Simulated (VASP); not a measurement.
A run of VASP 6.6.1:

File INCAR:

```
PREC = Accurate
ENCUT = 520
EDIFF = 1E-6
ISMEAR = 0
SIGMA = 0.02
LREAL = F
LASPH = T
NELM = 60
ALGO = Normal
ISIF = 2
LWAVE = F
LCHARG = T
GGA = PE
LELF = T
LVHAR = T
NBANDS = 31
```

KPOINTS

```
regular mesh
0
Gamma
  10 10 4
```

POSCAR

```
Mg3CdSe4
1.0
    3.9404623516      0.0000000000      0.0000000000
    0.0000000000      3.9404623516      0.0000000000
    0.0000000000      0.0000000000     11.1693261115
Mg Cd Se
3 1 4
Direct
    0.0000000000      0.0000000000      0.7466429056
    0.0000000000      0.0000000000      0.2533570944
    0.5000000000      0.5000000000      0.5000000000
    0.5000000000      0.5000000000      0.0000000000
    0.0000000000      0.0000000000      0.0000000000
    0.5000000000      0.5000000000      0.2556682415
    0.0000000000      0.0000000000      0.5000000000
    0.5000000000      0.5000000000      0.7443317585
```

Potentials or basis: VASP PAW PBE potentials, release 64 (Mg, Cd, Se).

Command:

```bash
$ cat potpaw_PBE.64/Mg/POTCAR potpaw_PBE.64/Cd/POTCAR potpaw_PBE.64/Se/POTCAR > POTCAR
$ mpirun -np 1 vasp_std > vasp.out
```

Hardware: 1 thread of Intel(R) Xeon(R) Platinum 8488C (Sapphire Rapids) (shared host).

**Question.** Estimate the wall time of this run.

**Answer.** It took 6.5 min on 1 thread of Intel(R) Xeon(R) Platinum 8488C (Sapphire Rapids), on a shared host, peak memory 0.47 GiB. Counts: scf iterations 13, k points 63.
